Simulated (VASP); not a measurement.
Runs of VASP 6.6.1 on Ta. The structure is that of space group Im-3m (No. 229), or close to it. The cells are those of the table. 

```tsv
cell	gap on the mesh (eV)	pressure (GPa)
a = 2.802 Å, angles 109.5°, 1 atom	none	17.0
a = 2.841 Å, angles 109.5°, 1 atom	none	7.2
a = 2.898 Å, angles 109.5°, 1 atom	none	-4.3
a = 2.860 Å, angles 109.5°, 1 atom	none	(a)
a = 2.821 Å, angles 109.5°, 1 atom	none	11.9
a = 2.879 Å, angles 109.5°, 1 atom	none	(b)
```

Alike in all rows: task single point; level PBE; potentials or basis VASP PAW PBE potentials, release 64 (Ta_pv); no spin polarisation; k mesh 12 × 12 × 12; cutoff (eV) 520; smearing fermi-dirac 0.1 eV.

Problem. Estimate the missing entries.

Solution. (a) 3.0; (b) -0.8.

Caveats: spin-orbit coupling is left out, which moves the levels of the heavy elements.

A k mesh can miss the band edges, and the runs leave out spin-orbit coupling on Ta.

A gap of «none» marks levels without a gap at the run's occupations.
